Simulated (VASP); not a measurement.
# ZnSe (I-4m2) in VASP: further runs

ZnSe is run at these levels: PBEsol; tasks: single point.

All numbers are computed with VASP 6.6.1; they aren't measurements. Logs are shortened: lines on timing, memory, paths and dates and some standing lists are left out, and cuts for length are marked.

## Step 1: The cell of the first run

It takes space group I-4m2 (No. 119, tetragonal). The conventional cell has a = 4.043 Å, b = 4.043 Å, c = 5.295 Å, α = 90.00°, β = 90.00°, γ = 90.00°. Within 3.2 Å of Zn (site symmetry -4m2) lie 4 Se at 2.42 Å. Within 3.2 Å of Se (site symmetry -4m2) lie 4 Zn at 2.42 Å.

## Step 2: Single point, PBEsol (uniaxial strain along c: -6.0 %)

Contents of INCAR:

```
ALGO = Normal
EDIFF = 1E-6
ENCUT = 520
GGA = PS
ISIF = 2
ISMEAR = 0
LASPH = T
LCHARG = F
LREAL = F
LWAVE = F
NBANDS = 26
NELM = 60
PREC = Accurate
SIGMA = 0.02
```

Contents of KPOINTS:

```
k-points
0
Gamma
  8 8 6
```

Contents of POSCAR:

```
ZnSe
1.0
    2.8588730221      2.8588730221      0.0000000000
   -2.8588730221      2.8588730221      0.0000000000
    0.0000000000      0.0000000000      5.2952524942
Zn Se
2 2
Direct
    0.0000000000      0.0000000000      0.0000000000
    0.5000000000      0.5000000000      0.5000000000
    0.5000000000      0.0000000000      0.2500000000
    0.0000000000      0.5000000000      0.7500000000
```

Potentials or basis: VASP PAW PBE potentials, release 64 (Zn, Se).

Started as:

```bash
$ cat potpaw_PBE.64/Zn/POTCAR potpaw_PBE.64/Se/POTCAR > POTCAR
$ mpirun -np 1 vasp_std > vasp.out
```

OUTCAR:

```text
EDIFF = 1E-6
   ENCUT = 520
   GGA = PS
   ISIF = 2
   ISMEAR = 0
   LASPH = T
   LREAL = F
   NELM = 60
   PREC = Accurate

 ion  position               nearest neighbor table
   1  0.000  0.000  0.000-   3 2.42   4 2.42   4 2.42   3 2.42
   2  0.500  0.500  0.500-   3 2.42   4 2.42   3 2.42   4 2.42
   3  0.500  0.000  0.250-   1 2.42   2 2.42   2 2.42   1 2.42
   4  0.000  0.500  0.750-   1 2.42   2 2.42   1 2.42   2 2.42

  LATTYP: Found a simple tetragonal cell.
 ALAT       =     4.0430570010
 C/A-ratio  =     1.3097150233

  Lattice vectors:

 A1 = (   2.8588730221,   2.8588730221,   0.0000000000)
 A2 = (  -2.8588730221,   2.8588730221,   0.0000000000)
 A3 = (   0.0000000000,   0.0000000000,   5.2952524942)

Analysis of symmetry for initial positions (statically):
=====================================================================
 Subroutine PRICEL returns following result:

  LATTYP: Found a body centered tetragonal cell.
 ALAT       =     4.0430570010
 C/A-ratio  =     1.3097150233

  Lattice vectors:

 A1 = (   0.0000000000,  -2.8588730221,  -2.6476262471)
 A2 = (   0.0000000000,   2.8588730221,  -2.6476262471)
 A3 = (   2.8588730221,   0.0000000000,   2.6476262471)

   2 primitive cells build up your supercell.

 Routine SETGRP: Setting up the symmetry group for a
 simple tetragonal supercell.

 Subroutine GETGRP returns: Found  8 space group operations
 (whereof  8 operations were pure point group operations)
 out of a pool of 16 trial point group operations.

The static configuration has the point symmetry D_2d.

Analysis of symmetry for dynamics (positions and initial velocities):
=====================================================================
 Subroutine PRICEL returns following result:

  LATTYP: Found a body centered tetragonal cell.
 ALAT       =     4.0430570010
 C/A-ratio  =     1.3097150233

  Lattice vectors:

 A1 = (   0.0000000000,  -2.8588730221,  -2.6476262471)
[... 101 lines left out ...]
   NGXF,Y,Z  is equivalent  to a cutoff of  24.67, 24.67, 25.12 a.u.
 SYSTEM =  unknown system
   PREC   = accura    normal or accurate (medium, high low for compatibility)
   ISTART =      0    job   : 0-new  1-cont  2-samecut
   ICHARG =      2    charge: 1-file 2-atom 10-const
   ISPIN  =      1    spin polarized calculation?
   LNONCOLLINEAR =      F non collinear calculations
   LSORBIT =      F    spin-orbit coupling
   LASPH  =      T    aspherical Exc in radial PAW
   ENCUT  =  520.0 eV  38.22 Ry    6.18 a.u.   7.52  7.52  9.85*2*pi/ulx,y,z
   NELM   =     60;   NELMIN=  2; NELMDL= -5     # of ELM steps
   EDIFF  = 0.1E-05   stopping-criterion for ELM
   LREAL  =      F    real-space projection
   EDIFFG = 0.1E-04   stopping-criterion for IOM
   NSW    =      0    number of steps for IOM
   IBRION =     -1    ionic relax: 0-MD 1-quasi-New 2-CG
   NFREE  =      0    steps in history (QN), initial steepest desc. (CG)
   ISIF   =      2    stress and relaxation
   ISYM   =      2    0-nonsym 1-usesym 2-fastsym
   POTIM  = 0.5000    time-step for ionic-motion
   TEBEG  =    0.0;   TEEND  =   0.0 temperature during run
   PSTRESS=    0.0 pullay stress
   NELECT =      36.0000    total number of electrons
   NUPDOWN=      -1.0000    fix difference up-down
   EMIN   =  10.00;   EMAX   =-10.00  energy-range for DOS
   EFERMI =   0.00;   METHOD = LEGACY
   ISMEAR =     0;   SIGMA  =   0.02  broadening in eV -4-tet -1-fermi 0-gaus
   EFERMI_NEDOS =   21; number of points for ismear=-14 and -15
   IALGO  =     38    algorithm
   IMIX   =      4    mixing-type and parameters
     AMIX     =   0.40;   BMIX     =  1.00
     AMIX_MAG =   1.60;   BMIX_MAG =  1.00
  volume/ion in A,a.u.               =      21.64       146.03
  Fermi-wavevector in a.u.,A,eV,Ry     =   1.222007  2.309258 20.317580  1.493300
  Thomas-Fermi vector in A             =   2.357169
   LORBIT       =      0    0 simple, 1 ext, 2 COOP (PROOUT), +10 PAW based schemes
   GGA     = PS    functional components
   LHFCALC =     F    Hartree Fock is set to
   AEXX    =    0.0000 exact exchange contribution
   IVDW    =     0    specifies the selected vdW correction
   LEPSILON=     F    determine dielectric tensor
   LRPA    =     F    only Hartree local field effects (RPA)
 non-spin polarized calculation
 Gauss-broadening in eV      SIGMA  =   0.02
  energy-cutoff  :      520.00
  volume of cell :       86.56
 maximum number of plane-waves:      2356
   NGX = 15   NGY = 15   NGZ = 19

 number of electron      36.0000052 magnetization

 Free energy of the ion-electron system (eV)
  ---------------------------------------------------
  ext. energy  EPLUGINS =         0.00000000
  ---------------------------------------------------
  free energy    TOTEN  =       -13.49059630 eV

  energy without entropy =      -13.49059630  energy(sigma->0) =      -13.49059630

 E-fermi :   2.2433     XC(G=0):  -9.7627

 val. band max:        2.0910204609   @ k =   0.0000   0.0000   0.0000
 cond. band min:       3.2816063866   @ k =   0.0000   0.0000   0.0000
 fundamental gap:      1.1905859257
 Fermi energy:         2.2432583149

 k-point     1 :       0.0000    0.0000    0.0000
  band No.  band energies     occupation
      1     -11.6818      2.00000
      2     -10.4068      2.00000
      3      -4.8273      2.00000
      4      -4.8273      2.00000
      5      -4.8269      2.00000
      6      -4.7949      2.00000
[... 685 lines left out ...]
     25      10.1752      0.00000
     26      10.1752      0.00000

 [... further k-points ...]

------------------------ aborting loop because EDIFF is reached ----------------------------------------

  FORCE on cell =-STRESS in cart. coord.  units (eV):
  Direction    XX          YY          ZZ          XY          YZ          ZX
  --------------------------------------------------------------------------------------
  -------------------------------------------------------------------------------------
  Total        0.9186062      0.9186062      2.1271399      0.0000000      0.0000000      0.0000000
  in kB       17.0033123     17.0033123     39.3731572      0.0000000      0.0000000      0.0000000
  external PRESSURE =      24.4599272 kB  Pullay stress =       0.0000000 kB

 VOLUME and BASIS-vectors are now :
 -----------------------------------------------------------------------------
  energy-cutoff  :      520.00
  volume of cell :       86.56
      direct lattice vectors                 reciprocal lattice vectors
     2.858873022  2.858873022  0.000000000     0.174894092  0.174894092  0.000000000
    -2.858873022  2.858873022  0.000000000    -0.174894092  0.174894092  0.000000000
     0.000000000  0.000000000  5.295252494     0.000000000  0.000000000  0.188848407

 POSITION                                       TOTAL-FORCE (eV/Angst)
 -----------------------------------------------------------------------------------
      0.00000      0.00000      0.00000        -0.000000     -0.000000     -0.000000
      0.00000      2.85887      2.64763         0.000000      0.000000      0.000000
      1.42944      1.42944      1.32381         0.000000      0.000000     -0.000000
     -1.42944      1.42944      3.97144         0.000000      0.000000      0.000000
 -----------------------------------------------------------------------------------
    total drift:                               -0.000000      0.000000      0.000000

  FREE ENERGIE OF THE ION-ELECTRON SYSTEM (eV)
  ---------------------------------------------------
  free  energy   TOTEN  =       -13.4905963036 eV

  energy  without entropy=      -13.4905963036  energy(sigma->0) =      -13.49059630
```

stdout:

```text
POSCAR found type information on POSCAR ZnSe
 POSCAR found :  2 types and       4 ions
 scaLAPACK will be used
 -----------------------------------------------------------------------------
|                                                                             |
|                                                                             |
|     You enforced a specific xc type in the INCAR file but a different       |
|     I HOPE YOU KNOW WHAT YOU ARE DOING!                                     |
|                                                                             |
 -----------------------------------------------------------------------------

 LDA part: xc-table for (Slater+PW92), standard interpolation
 POSCAR, INCAR and KPOINTS ok, starting setup
 FFT: planning ... GRIDC
 FFT: planning ... GRID_SOFT
 FFT: planning ... GRID
 WAVECAR not read
 entering main loop
```

Run time: 61 s. Hardware: 1 thread of AMD EPYC 9R45 (Zen 5), shared host; peak memory 0.22 GiB.

What came out:

```yaml
Free_energy: -13.4906 eV
Pressure: 2.4 GPa
Band_gap_on_the_k_mesh: 1.19 eV
```

Levels at points of the mesh, in eV from the valence-band top:
```csv
k point,band 16,band 17,band 18,band 19,band 20,band 21
"(0.00, 0.00, 0.00)",-0.25,-0.25,0.00,1.19,2.34,2.71
"(0.50, 0.00, 0.00)",-2.71,-1.41,-1.41,3.74,3.74,6.13
"(0.50, 0.50, 0.00)",-2.46,-2.31,-2.31,2.69,2.69,3.46
"(0.00, 0.00, 0.50)",-1.73,-1.73,-1.73,3.31,3.31,4.01
"(0.50, 0.00, 0.50)",-1.33,-0.89,-0.89,2.30,2.30,5.82
"(0.50, 0.50, 0.50)",-3.15,-3.12,-3.12,5.60,5.60,5.98
```

Caveat: the cell differs from its parent crystal (uniaxial strain along c: -6.0 %); the PAW data sets were made with another functional, which shifts forces and pressure a little.

## Step 3: Single point, PBEsol (uniaxial strain along c: -4.0 %)

Contents of INCAR:

```
SYSTEM = ZnSe
PREC = Accurate
ENCUT = 520
EDIFF = 1E-7
ISMEAR = 0
SIGMA = 0.02
LREAL = .False.
LASPH = .True.
NELM = 100
ALGO = Normal
ISIF = 2
LWAVE = .False.
LCHARG = .False.
GGA = PS
NBANDS = 26
```

Contents of KPOINTS:

```
Automatic mesh
0
Gamma
  8 8 6
  0 0 0
```

Contents of POSCAR:

```
ZnSe
1.0
    2.8447899038      2.8447899038      0.0000000000
   -2.8447899038      2.8447899038      0.0000000000
    0.0000000000      0.0000000000      5.4079174409
Zn Se
2 2
Direct
    0.0000000000      0.0000000000      0.0000000000
    0.5000000000      0.5000000000      0.5000000000
    0.5000000000      0.0000000000      0.2500000000
    0.0000000000      0.5000000000      0.7500000000
```

Potentials or basis: VASP PAW PBE potentials, release 64 (Zn, Se).

Started as:

```bash
$ cat potpaw_PBE.64/Zn/POTCAR potpaw_PBE.64/Se/POTCAR > POTCAR
$ mpirun -np 1 vasp_std > vasp.out
```

OUTCAR:

```text
SYSTEM = ZnSe
   PREC = Accurate
   ENCUT = 520
   EDIFF = 1E-7
   ISMEAR = 0
   LREAL = .False.
   LASPH = .True.
   NELM = 100
   ISIF = 2
   GGA = PS

 ion  position               nearest neighbor table
   1  0.000  0.000  0.000-   3 2.42   4 2.42   4 2.42   3 2.42
   2  0.500  0.500  0.500-   3 2.42   4 2.42   3 2.42   4 2.42
   3  0.500  0.000  0.250-   1 2.42   2 2.42   2 2.42   1 2.42
   4  0.000  0.500  0.750-   1 2.42   2 2.42   1 2.42   2 2.42

  LATTYP: Found a simple tetragonal cell.
 ALAT       =     4.0231404641
 C/A-ratio  =     1.3442029900

  Lattice vectors:

 A1 = (   2.8447899038,   2.8447899038,   0.0000000000)
 A2 = (  -2.8447899038,   2.8447899038,   0.0000000000)
 A3 = (   0.0000000000,   0.0000000000,   5.4079174409)

Analysis of symmetry for initial positions (statically):
=====================================================================
 Subroutine PRICEL returns following result:

  LATTYP: Found a body centered tetragonal cell.
 ALAT       =     4.0231404641
 C/A-ratio  =     1.3442029900

  Lattice vectors:
[... 181 lines left out ...]
  ---------------------------------------------------
  ext. energy  EPLUGINS =         0.00000000
  ---------------------------------------------------
  free energy    TOTEN  =       -13.52105608 eV

  energy without entropy =      -13.52105608  energy(sigma->0) =      -13.52105608

 E-fermi :   2.0558     XC(G=0):  -9.7080

 val. band max:        1.9433519550   @ k =   0.0000   0.0000   0.0000
 cond. band min:       3.1482499218   @ k =   0.0000   0.0000   0.0000
 fundamental gap:      1.2048979668
 Fermi energy:         2.0558097821

 k-point     1 :       0.0000    0.0000    0.0000
  band No.  band energies     occupation
      1     -11.7112      2.00000
      2     -10.4930      2.00000
      3      -4.8820      2.00000
      4      -4.8820      2.00000
      5      -4.8775      2.00000
      6      -4.8600      2.00000
[... 685 lines left out ...]
     25       9.9994      0.00000
     26       9.9994      0.00000

 [... further k-points ...]
[... 5 lines left out ...]
  --------------------------------------------------------------------------------------
  -------------------------------------------------------------------------------------
  Total        0.6263238      0.6263238      1.4919188      0.0000000      0.0000000      0.0000000
  in kB       11.4643392     11.4643392     27.3083423      0.0000000      0.0000000      0.0000000
  external PRESSURE =      16.7456736 kB  Pullay stress =       0.0000000 kB

 VOLUME and BASIS-vectors are now :
 -----------------------------------------------------------------------------
  energy-cutoff  :      520.00
  volume of cell :       87.53
      direct lattice vectors                 reciprocal lattice vectors
     2.844789904  2.844789904  0.000000000     0.175759904  0.175759904  0.000000000
    -2.844789904  2.844789904  0.000000000    -0.175759904  0.175759904  0.000000000
     0.000000000  0.000000000  5.407917441     0.000000000  0.000000000  0.184914066

 POSITION                                       TOTAL-FORCE (eV/Angst)
 -----------------------------------------------------------------------------------
      0.00000      0.00000      0.00000         0.000000     -0.000000      0.000000
      0.00000      2.84479      2.70396        -0.000000     -0.000000      0.000000
      1.42239      1.42239      1.35198         0.000000      0.000000      0.000000
     -1.42239      1.42239      4.05594         0.000000      0.000000      0.000000
 -----------------------------------------------------------------------------------
    total drift:                               -0.000000      0.000000      0.000000

  FREE ENERGIE OF THE ION-ELECTRON SYSTEM (eV)
  ---------------------------------------------------
  free  energy   TOTEN  =       -13.5210560834 eV

  energy  without entropy=      -13.5210560834  energy(sigma->0) =      -13.52105608
```

OSZICAR:

```text
N       E                     dE             d eps       ncg     rms          rms(c)
DAV:   1     0.231712332453E+03    0.23171E+03   -0.17006E+04  3120   0.161E+03
DAV:   2     0.759173407593E+01   -0.22412E+03   -0.21467E+03  3248   0.334E+02
DAV:   3    -0.137075506689E+02   -0.21299E+02   -0.21103E+02  3792   0.104E+02
DAV:   4    -0.141337580889E+02   -0.42621E+00   -0.42556E+00  3496   0.145E+01
DAV:   5    -0.141363879864E+02   -0.26299E-02   -0.26295E-02  3736   0.115E+00    0.710E+00
DAV:   6    -0.135474756945E+02    0.58891E+00   -0.14917E+00  3978   0.341E+01    0.543E+00
DAV:   7    -0.135256681044E+02    0.21808E-01   -0.70911E-01  3354   0.541E+00    0.227E+00
DAV:   8    -0.135216572047E+02    0.40109E-02   -0.10975E-02  3490   0.109E+00    0.636E-01
DAV:   9    -0.135209800703E+02    0.67713E-03   -0.37014E-03  3874   0.103E+00    0.103E-01
DAV:  10    -0.135210155324E+02   -0.35462E-04   -0.56142E-04  4358   0.356E-01    0.406E-02
DAV:  11    -0.135210566482E+02   -0.41116E-04   -0.11676E-04  3258   0.767E-02    0.112E-02
DAV:  12    -0.135210561279E+02    0.52033E-06   -0.22215E-05  4592   0.602E-02    0.576E-03
DAV:  13    -0.135210561589E+02   -0.31005E-07   -0.63555E-06  3286   0.197E-02    0.302E-03
DAV:  14    -0.135210560834E+02    0.75464E-07   -0.41809E-07  3816   0.667E-03
   1 F= -.13521056E+02 E0= -.13521056E+02  d E =-.545853E-18
```

stdout:

```text
POSCAR found type information on POSCAR ZnSe
 POSCAR found :  2 types and       4 ions
 scaLAPACK will be used
 -----------------------------------------------------------------------------
|                                                                             |
|                                                                             |
|     You enforced a specific xc type in the INCAR file but a different       |
|     I HOPE YOU KNOW WHAT YOU ARE DOING!                                     |
|                                                                             |
 -----------------------------------------------------------------------------

 LDA part: xc-table for (Slater+PW92), standard interpolation
 POSCAR, INCAR and KPOINTS ok, starting setup
 FFT: planning ... GRIDC
 FFT: planning ... GRID_SOFT
 FFT: planning ... GRID
 WAVECAR not read
 entering main loop
```

It took 67 s on 1 thread of AMD EPYC 9R45 (Zen 5), shared host; peak memory 0.22 GiB.

What came out:

```
Free energy            : -13.5211 eV
Pressure               : 1.7 GPa
Band gap on the k mesh : 1.20 eV
```

Stress tensor (GPa, compression positive):
```
1.15 0.00 0.00
0.00 1.15 0.00
0.00 0.00 2.73
```

Levels at points of the mesh, in eV from the valence-band top:
```
           k point  band 15  band 16  band 17  band 18  band 19  band 20  band 21  band 22
(0.00, 0.00, 0.00)    -2.65    -0.17    -0.17     0.00     1.20     2.48     2.92     5.61
(0.50, 0.00, 0.00)    -2.70    -2.70    -1.26    -1.26     3.87     3.87     6.18     6.18
(0.50, 0.50, 0.00)    -2.41    -2.41    -2.31    -2.31     2.72     2.72     3.42     3.42
(0.00, 0.00, 0.50)    -1.59    -1.59    -1.59    -1.59     3.48     3.48     3.98     3.98
(0.50, 0.00, 0.50)    -1.20    -1.20    -0.90    -0.90     2.37     2.37     5.98     5.98
(0.50, 0.50, 0.50)    -3.04    -3.04    -3.04    -3.04     5.50     5.50     5.85     5.85
```

Caveat: the cell differs from its parent crystal (uniaxial strain along c: -4.0 %); the PAW data sets were made with another functional, which shifts forces and pressure a little.
